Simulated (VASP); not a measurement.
A run of VASP 6.6.1 is set up as follows.

The input POSCAR:

```
C
1.0
    0.0000000000      1.7834000000      1.8547360000
    1.7834000000      0.0000000000      1.8547360000
    1.7834000000      1.7834000000      0.0000000000
C
2
Direct
    0.5000000000      0.5000000000      0.5000000000
    0.7500000000      0.7500000000      0.7500000000
```

The input INCAR.step1:

```
  ALGO = Normal
  EDIFF = 1E-4
  ENCUT = 520
  GGA = PE
  ISMEAR = 0
  LASPH = True
  LCHARG = False
  LREAL = False
  LWAVE = True
  NBANDS = 11
  NELM = 100
  PREC = Accurate
  SIGMA = 0.05
```

File INCAR.step2:

```
  ALGO = Normal
  EDIFF = 1E-6
  ENCUT = 520
  ISIF = 2
  ISMEAR = 0
  ISTART = 1
  LASPH = True
  LCHARG = False
  LMIXTAU = True
  LREAL = False
  LWAVE = False
  METAGGA = R2SCAN
  NBANDS = 11
  NELM = 100
  PREC = Accurate
  SIGMA = 0.05
```

The input KPOINTS:

```
k-points
0
Gamma
  12 12 12
```

Potentials or basis: VASP PAW PBE potentials, release 64 (C).

Launch:

```console
$ cat potpaw_PBE.64/C/POTCAR > POTCAR
$ cp INCAR.step1 INCAR
$ mpirun -np 1 vasp_std > vasp.out
$ cp INCAR.step2 INCAR
$ mpirun -np 1 vasp_std > vasp.out
```

(1) What does it give for the band gap on the k mesh?

(2) What does it give for the pressure?

Answers

(1) 3.74 eV, indirect (least direct gap 5.36 eV).

(2) -17.5 GPa.

Caveat: the cell differs from its parent crystal (strain +0.000 along x and y, +0.040 along z); the PAW data sets were made with another functional, which shifts forces and pressure a little.
